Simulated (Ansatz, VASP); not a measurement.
## Zn: VASP beside Ansatz

INCAR

```
ALGO = Fast ; EDIFF = 1E-7
EDIFFG = -0.01 ; ENCUT = 600
GGA = PE ; IBRION = 2
ISIF = 3 ; ISMEAR = 0
LASPH = T ; LCHARG = F
LREAL = F ; LWAVE = F
NELM = 60 ; NSW = 80
PREC = Accurate ; SIGMA = 0.1
```

The input KPOINTS:

```
k-points
0
Gamma
  20 20 20
```

The input POSCAR:

```
Zn
1.0
   -1.7141539032      1.7141539032      1.3139927578
    1.7141539032     -1.7141539032      1.3139927578
    1.7141539032      1.7141539032     -1.3139927578
Zn
1
Direct
    0.0000000000      0.0000000000      0.0000000000
```

Input for Ansatz:

```yaml
crystal:
  lattice:
    - [-1.7141539032, 1.7141539032, 1.3139927578]
    - [1.7141539032, -1.7141539032, 1.3139927578]
    - [1.7141539032, 1.7141539032, -1.3139927578]
  atoms:
    - { symbol: Zn, position: [0.0, 0.0, 0.0] }
basis:
  ecutwfc: 420
kpoints:
  mp_grid: { grid: [20, 20, 20] }
hamiltonian:
  xc: pbe
scf:
  occupations: { method: gaussian, width: 0.1 }
output:
  forces: true
  stress: true
  eigenvalues: true
relax:
  adjacent_minimum: "off"
  f_tol: 0.01
  max_steps: 60
  cell: { stress_tol: 0.1 }
```

Alike in both runs: task relaxation of cell and atoms; functional PBE; k mesh 20 × 20 × 20; occupations gaussian, width 0.1 eV; no spin polarisation.

```csv
,VASP,Ansatz
version,VASP 6.6.1,Ansatz 0.2.0
potentials or method,"VASP PAW PBE potentials, release 64 (Zn), cutoff 600 eV","scalar-relativistic, plane waves, PAW"
valence electrons in the cell,12,12
```

```csv
,VASP,Ansatz,Ansatz less VASP
"gap on the k mesh at the Fermi level, each at its own relaxed structure (eV)",none,none,-
relaxed volume (Å³/atom),15.57,15.52,-0.050
relaxed cell length with the largest relative difference (Å),2.770,2.767,-0.0029
```

A gap of «none» marks a metal or a gap that the smearing closes.
